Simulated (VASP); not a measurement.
Sb:

```
Sb
1.0
     1.41947   -0.81953    4.56055
     0.00000    1.63907    4.56055
    -1.41947   -0.81953    4.56055
Sb
2
Direct
  0.25000 0.25000 0.25000
  0.75000 0.75000 0.75000
```

Base run:

| Property | Result |
| --- | --- |
| Program | VASP 6.6.1 |
| Functional | PBE |
| Potentials or basis | VASP PAW PBE potentials, release 64 (Sb) |
| Cutoff | 520 eV |
| k mesh | 11 × 11 × 11 |
| Occupations | fermi-dirac, width 0.1 eV |
| Spin | no spin polarisation |

Its results: band gap on the k mesh zero (band 5 reaches 24.58 eV, above the bottom of band 6 at 13.56 eV); pressure 114.6 GPa.

Question: The run is repeated on the same cell with these changes: potentials or basis from VASP PAW PBE potentials, release 64 (Sb) to VASP PAW PBE potentials, release 64 (Sb_d_GW); cutoff from 520 eV to 500 eV; further incar settings from ALGO = Normal; EDIFF = 1e-07; NBANDS = 12 to ALGO = Normal; EDIFF = 1e-06; NBANDS = 22; valence electrons from 10 to 30. What comes out?

Answer: Band gap on the k mesh zero (band 15 reaches 20.94 eV, above the bottom of band 16 at 9.90 eV); pressure 112.5 GPa.

Caveats: spin-orbit coupling is left out, which moves the levels of the heavy elements.
